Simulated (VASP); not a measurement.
Runs of VASP 6.6.1 on Sr. The structure is that of space group P6_3/mmc (No. 194), or close to it. The cells are those of the table. This isn't the form of Sr at room conditions, which is fcc.

| cell | gap on the mesh (eV) | pressure (GPa) |
| --- | --- | --- |
| a = 4.310, b = 4.310, c = 6.944 Å, angles 90.0, 90.0, 120.0°, 2 atoms | none | (a) |
| a = 4.310, b = 4.310, c = 6.979 Å, angles 90.0, 90.0, 120.0°, 2 atoms | none | 0.2 |
| a = 4.310, b = 4.310, c = 7.015 Å, angles 90.0, 90.0, 120.0°, 2 atoms | none | 0.2 |
| a = 4.310, b = 4.310, c = 6.909 Å, angles 90.0, 90.0, 120.0°, 2 atoms | none | 0.4 |

Alike in all rows: task single point; level r2SCAN; potentials or basis VASP PAW PBE potentials, release 64 (Sr_sv); no spin polarisation; k mesh 12 × 12 × 8; cutoff (eV) 520; smearing gaussian 0.15 eV.

Task: Estimate the missing entries.

Result: (a) 0.3.

Caveats: the PAW data sets were made with another functional, which shifts forces and pressure a little.

A k mesh can miss the band edges, and the runs leave out spin-orbit coupling on Sr.

A gap of «none» marks levels without a gap at the run's occupations.
